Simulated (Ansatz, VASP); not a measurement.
One calculation of NaH13O7, two programs

```
O H Na
1.0
     6.07318    0.00000    0.00000
     0.00000    6.07318    0.00000
     0.00000    0.00000    6.07318
O H Na
7 13 1
Direct
  0.68720 0.34504 0.18930
  0.22127 0.11058 0.21663
  0.53515 0.09397 0.59556
  0.95271 0.38187 0.52745
  0.86849 0.81648 0.98258
  0.26270 0.52818 0.01123
  0.65223 0.52186 0.77675
  0.54833 0.42411 0.20681
  0.79105 0.41359 0.29591
  0.22473 0.25637 0.14390
  0.28870 0.01207 0.10912
  0.55764 0.24764 0.64778
  0.41996 0.10723 0.48341
  0.09607 0.43678 0.57061
  0.83476 0.44921 0.63837
  0.76749 0.70292 0.89071
  0.86550 0.94841 0.89230
  0.14468 0.63623 0.98335
  0.38869 0.55679 0.90788
  0.68301 0.42765 0.90604
  0.85173 0.02723 0.33982
```

Alike in both runs: functional PBE; dispersion D3(BJ); k mesh 1 × 1 × 1; occupations fermi-dirac, width 0.02 eV; no spin polarisation.

Ansatz relaxed the structure, and its values are those at the end. VASP's run is a single point on that final structure, the one shown.

|  | VASP | Ansatz |
| --- | --- | --- |
| version | VASP 6.6.1 | Ansatz 0.2.0 |
| potentials or method | VASP PAW PBE potentials, release 64 (O, H, Na_pv), cutoff 520 eV | scalar-relativistic, plane waves, PAW |
| valence electrons in the cell | 62 | 64 |

|  | VASP | Ansatz | Ansatz less VASP |
| --- | --- | --- | --- |
| rms of the force components (eV/Å) | 0.102 | 0.119 | +0.0170 |

VASP's potentials hold 62 valence electrons a cell and Ansatz's 64, so a difference there can come from the potentials and not from the codes.
